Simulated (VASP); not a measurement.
# GaN (Fm-3m) in VASP: notebook

GaN is run at these levels: r2SCAN; tasks: single point.

Program: VASP 6.6.1. These are calculated values, not measurements. Logs are shortened: lines on timing, memory, paths and dates and some standing lists are left out, and cuts for length are marked.

## 1. The cell of the first run

The structure is cubic, space group Fm-3m (No. 225). Conventional cell: a = 4.133 Å, b = 4.133 Å, c = 4.133 Å, α = 90.00°, β = 90.00°, γ = 90.00°. Ga (site symmetry m-3m) has 6 N at 2.07 Å within 2.7 Å. Within 2.7 Å of N (site symmetry m-3m) lie 6 Ga at 2.07 Å.

## 2. Single point, r2SCAN (strain -2.0%)

The input, POSCAR:

```
GaN
1.0
    0.0000000000      2.0663449296      2.0663449296
    2.0663449296      0.0000000000      2.0663449296
    2.0663449296      2.0663449296      0.0000000000
Ga N
1 1
Direct
    0.0000000000      0.0000000000      0.0000000000
    0.5000000000      0.5000000000      0.5000000000
```

The input, INCAR.step1:

```
SYSTEM = GaN
ALGO = Normal
EDIFF = 1E-4
ENCUT = 520
GGA = PE
ISMEAR = 0
LASPH = .TRUE.
LCHARG = .FALSE.
LREAL = .FALSE.
LWAVE = .TRUE.
NBANDS = 16
NELM = 100
PREC = Accurate
SIGMA = 0.01
```

The input, INCAR.step2:

```
SYSTEM = GaN
ALGO = Normal
EDIFF = 1E-6
ENCUT = 520
ISIF = 2
ISMEAR = 0
ISTART = 1
LASPH = .TRUE.
LCHARG = .FALSE.
LMIXTAU = .TRUE.
LREAL = .FALSE.
LWAVE = .FALSE.
METAGGA = R2SCAN
NBANDS = 16
NELM = 100
PREC = Accurate
SIGMA = 0.01
```

The input, KPOINTS:

```
k-points
0
G
  10 10 10
  0 0 0
```

Potentials or basis: VASP PAW PBE potentials, release 64 (Ga_d, N).

Command:

```
$ cat potpaw_PBE.64/Ga_d/POTCAR potpaw_PBE.64/N/POTCAR > POTCAR
$ cp INCAR.step1 INCAR
$ mpirun -np 1 vasp_std > vasp.out
$ cp INCAR.step2 INCAR
$ mpirun -np 1 vasp_std > vasp.out
```

OUTCAR:

```text
SYSTEM = GaN
   EDIFF = 1E-6
   ENCUT = 520
   ISIF = 2
   ISMEAR = 0
   ISTART = 1
   LASPH = .TRUE.
   LREAL = .FALSE.
   METAGGA = R2SCAN
   NELM = 100
   PREC = Accurate

 ion  position               nearest neighbor table
   1  0.000  0.000  0.000-   2 2.07   2 2.07   2 2.07   2 2.07   2 2.07   2 2.07
   2  0.500  0.500  0.500-   1 2.07   1 2.07   1 2.07   1 2.07   1 2.07   1 2.07

  LATTYP: Found a face centered cubic cell.
 ALAT       =     4.1326898592

  Lattice vectors:

 A1 = (   0.0000000000,   2.0663449296,   2.0663449296)
 A2 = (   2.0663449296,   0.0000000000,   2.0663449296)
 A3 = (   2.0663449296,   2.0663449296,   0.0000000000)

Analysis of symmetry for initial positions (statically):
=====================================================================
 Subroutine PRICEL returns:
 Original cell was already a primitive cell.

 Routine SETGRP: Setting up the symmetry group for a
 face centered cubic supercell.

 Subroutine GETGRP returns: Found 48 space group operations
[... 9 lines left out ...]

 Routine SETGRP: Setting up the symmetry group for a
 face centered cubic supercell.

 Subroutine GETGRP returns: Found 48 space group operations
[... 11 lines left out ...]
                                     Primitive cell

  volume of cell :      17.6457

  direct lattice vectors                    reciprocal lattice vectors
     0.000000000  2.066344930  2.066344930    -0.241973154  0.241973154  0.241973154
     2.066344930  0.000000000  2.066344930     0.241973154 -0.241973154  0.241973154
     2.066344930  2.066344930  0.000000000     0.241973154  0.241973154 -0.241973154

  length of vectors
     2.922253024  2.922253024  2.922253024     0.419109797  0.419109797  0.419109797

  position of ions in fractional coordinates (direct lattice)
     0.000000000  0.000000000  0.000000000
     0.500000000  0.500000000  0.500000000

  ion indices of the primitive-cell ions
   primitive index   ion index
                 1           1
                 2           2

----------------------------------------------------------------------------------------

 KPOINTS: k-points

Automatic generation of k-mesh.
 Grid dimensions read from file:
 generate k-points for:   10   10   10

 Generating k-lattice:

  Cartesian coordinates                     Fractional coordinates (reciprocal lattice)
    -0.024197315  0.024197315  0.024197315     0.100000000  0.000000000  0.000000000
[... 51 lines left out ...]
   ISTART =      1    job   : 0-new  1-cont  2-samecut
   ICHARG =      0    charge: 1-file 2-atom 10-const
   ISPIN  =      1    spin polarized calculation?
   LNONCOLLINEAR =      F non collinear calculations
   LSORBIT =      F    spin-orbit coupling
   LASPH  =      T    aspherical Exc in radial PAW
   ENCUT  =  520.0 eV  38.22 Ry    6.18 a.u.   5.43  5.43  5.43*2*pi/ulx,y,z
   NELM   =    100;   NELMIN=  2; NELMDL=  0     # of ELM steps
   EDIFF  = 0.1E-05   stopping-criterion for ELM
   LREAL  =      F    real-space projection
   EDIFFG = 0.1E-04   stopping-criterion for IOM
   NSW    =      0    number of steps for IOM
   IBRION =     -1    ionic relax: 0-MD 1-quasi-New 2-CG
   NFREE  =      0    steps in history (QN), initial steepest desc. (CG)
   ISIF   =      2    stress and relaxation
   ISYM   =      2    0-nonsym 1-usesym 2-fastsym
   POTIM  = 0.5000    time-step for ionic-motion
   TEBEG  =    0.0;   TEEND  =   0.0 temperature during run
   PSTRESS=    0.0 pullay stress
   NELECT =      18.0000    total number of electrons
   NUPDOWN=      -1.0000    fix difference up-down
   EMIN   =  10.00;   EMAX   =-10.00  energy-range for DOS
   EFERMI =   0.00;   METHOD = LEGACY
   ISMEAR =     0;   SIGMA  =   0.01  broadening in eV -4-tet -1-fermi 0-gaus
   EFERMI_NEDOS =   21; number of points for ismear=-14 and -15
   IALGO  =     38    algorithm
   IMIX   =      4    mixing-type and parameters
     AMIX     =   0.40;   BMIX     =  1.00
     AMIX_MAG =   1.60;   BMIX_MAG =  1.00
  volume/ion in A,a.u.               =       8.82        59.54
  Fermi-wavevector in a.u.,A,eV,Ry     =   1.647983  3.114237 36.951376  2.715849
  Thomas-Fermi vector in A             =   2.737350
   LORBIT       =      0    0 simple, 1 ext, 2 COOP (PROOUT), +10 PAW based schemes
   METAGGA = R2SCAN    functional components
   LHFCALC =     F    Hartree Fock is set to
   AEXX    =    0.0000 exact exchange contribution
   IVDW    =     0    specifies the selected vdW correction
   LEPSILON=     F    determine dielectric tensor
   LRPA    =     F    only Hartree local field effects (RPA)
 non-spin polarized calculation
 Gauss-broadening in eV      SIGMA  =   0.01
  energy-cutoff  :      520.00
  volume of cell :       17.65
 maximum number of plane-waves:       531
 NGX is ok and might be reduce to    24
   NGX = 11   NGY = 11   NGZ = 11

 number of electron      17.9999993 magnetization

 Free energy of the ion-electron system (eV)
  ---------------------------------------------------
  ext. energy  EPLUGINS =         0.00000000
  ---------------------------------------------------
  free energy    TOTEN  =       -20.90977704 eV

  energy without entropy =      -20.90977704  energy(sigma->0) =      -20.90977704

 E-fermi :   8.6533     XC(G=0): -14.6158

 val. band max:        8.5004113713   @ k =  -0.2000   0.2000   0.0000
 cond. band min:      10.0976575116   @ k =   0.5000   0.5000   0.0000
 fundamental gap:      1.5972461403
 Fermi energy:         8.6533351570

 k-point     1 :       0.0000    0.0000    0.0000
  band No.  band energies     occupation
      1     -10.2431      2.00000
      2      -5.8250      2.00000
      3      -5.8250      2.00000
      4      -5.8250      2.00000
      5      -5.7420      2.00000
      6      -5.7420      2.00000
[... 433 lines left out ...]
      3      -5.6962      2.00000
      4      -5.6207      2.00000
      5      -5.5551      2.00000
      6      -4.7718      2.00000
[... 8 lines left out ...]
     15      35.2808      0.00000
     16      37.1223      0.00000

 [... further k-points ...]
[... 5 lines left out ...]
  --------------------------------------------------------------------------------------
  -------------------------------------------------------------------------------------
  Total        2.0372379      2.0372379      2.0372379     -0.0000000     -0.0000000     -0.0000000
  in kB      184.9753575    184.9753575    184.9753575     -0.0000000     -0.0000000     -0.0000000
  external PRESSURE =     184.9753575 kB  Pullay stress =       0.0000000 kB

 VOLUME and BASIS-vectors are now :
 -----------------------------------------------------------------------------
  energy-cutoff  :      520.00
  volume of cell :       17.65
      direct lattice vectors                 reciprocal lattice vectors
     0.000000000  2.066344930  2.066344930    -0.241973154  0.241973154  0.241973154
     2.066344930  0.000000000  2.066344930     0.241973154 -0.241973154  0.241973154
     2.066344930  2.066344930  0.000000000     0.241973154  0.241973154 -0.241973154

 POSITION                                       TOTAL-FORCE (eV/Angst)
 -----------------------------------------------------------------------------------
      0.00000      0.00000      0.00000         0.000000      0.000000     -0.000000
      2.06634      2.06634      2.06634        -0.000000      0.000000      0.000000
 -----------------------------------------------------------------------------------
    total drift:                                0.000000     -0.000000     -0.000000

  FREE ENERGIE OF THE ION-ELECTRON SYSTEM (eV)
  ---------------------------------------------------
  free  energy   TOTEN  =       -20.9097770425 eV

  energy  without entropy=      -20.9097770425  energy(sigma->0) =      -20.90977704
```

OSZICAR.step1:

```text
N       E                     dE             d eps       ncg     rms          rms(c)
DAV:   1     0.687579352850E+02    0.68758E+02   -0.91686E+03  1768   0.215E+03
DAV:   2    -0.894927150605E+01   -0.77707E+02   -0.72742E+02  1712   0.319E+02
DAV:   3    -0.129399897199E+02   -0.39907E+01   -0.39735E+01  1728   0.612E+01
DAV:   4    -0.129738775648E+02   -0.33888E-01   -0.33884E-01  1880   0.585E+00
DAV:   5    -0.129742380393E+02   -0.36047E-03   -0.36047E-03  1744   0.570E-01    0.757E+00
DAV:   6    -0.110879400542E+02    0.18863E+01   -0.42129E+00  2160   0.423E+01    0.241E+00
DAV:   7    -0.110800690077E+02    0.78710E-02   -0.26650E-01  1816   0.523E+00    0.160E+00
DAV:   8    -0.110673598280E+02    0.12709E-01   -0.26435E-02  1816   0.239E+00    0.455E-01
DAV:   9    -0.110656659834E+02    0.16938E-02   -0.66222E-03  1904   0.224E+00    0.105E-01
DAV:  10    -0.110656288571E+02    0.37126E-04   -0.50675E-04  1736   0.295E-01
   1 F= -.11065629E+02 E0= -.11065629E+02  d E =-.511432E-80
```

Wall time 2.3 min (1 thread of AMD EPYC 7R13, shared host); peak memory 0.12 GiB.

Results:

```yaml
Free_energy: -20.9098 eV
Pressure: 18.5 GPa
Band_gap_on_the_k_mesh: 1.60 eV, indirect (least direct gap 4.24 eV)
```

Caveat: the cell differs from its parent crystal (strain -2.0%); the PAW data sets were made with another functional, which shifts forces and pressure a little. A k mesh can miss the band edges.

(Continued in part 2 of 2.)
